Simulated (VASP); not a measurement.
Here is a VASP 6.6.1 calculation.

The input INCAR:

```
  ALGO = Normal
  EDIFF = 1E-6
  ENCUT = 520
  GGA = PE
  ISIF = 2
  ISMEAR = -1
  LASPH = T
  LCHARG = F
  LREAL = F
  LWAVE = F
  NBANDS = 20
  NELM = 80
  PREC = Accurate
  SIGMA = 0.02
```

KPOINTS

```
k-points
0
Gamma
  12 12 4
```

Contents of POSCAR:

```
WSe2
1.0
    3.4683387497      0.0000000000      0.0000000000
   -1.7341693749      3.0036694662      0.0000000000
    0.0000000000      0.0000000000      7.5571365194
W Se
1 2
Direct
    0.0000000000      0.0000000000      0.0000000000
    0.3333333333      0.6666666667      0.2132665273
    0.3333333333      0.6666666667      0.7867334727
```

Potentials or basis: VASP PAW PBE potentials, release 64 (W_sv, Se).

Launch:

```sh
$ cat potpaw_PBE.64/W_sv/POTCAR potpaw_PBE.64/Se/POTCAR > POTCAR
$ mpirun -np 1 vasp_std > vasp.out
```

Estimate the largest force.

0.291 eV/Å.

Estimate the pressure.

-3.5 GPa.

What does it give for the band gap on the k mesh?

0.65 eV (least direct gap 1.06 eV).

Forces in eV/Å, atoms in the order of the input:
```
W    0.000  0.000  0.000
Se   0.000  0.000  0.291
Se   0.000  0.000 -0.291
```

Caveat: the cell differs from its parent crystal (strain +5.2%); the cell stands under tension; spin-orbit coupling is left out, which moves the levels of the heavy elements; this functional lacks dispersion, which binds the layers, so the pressure and a relaxed spacing across them are unreliable. A k mesh can miss the band edges.
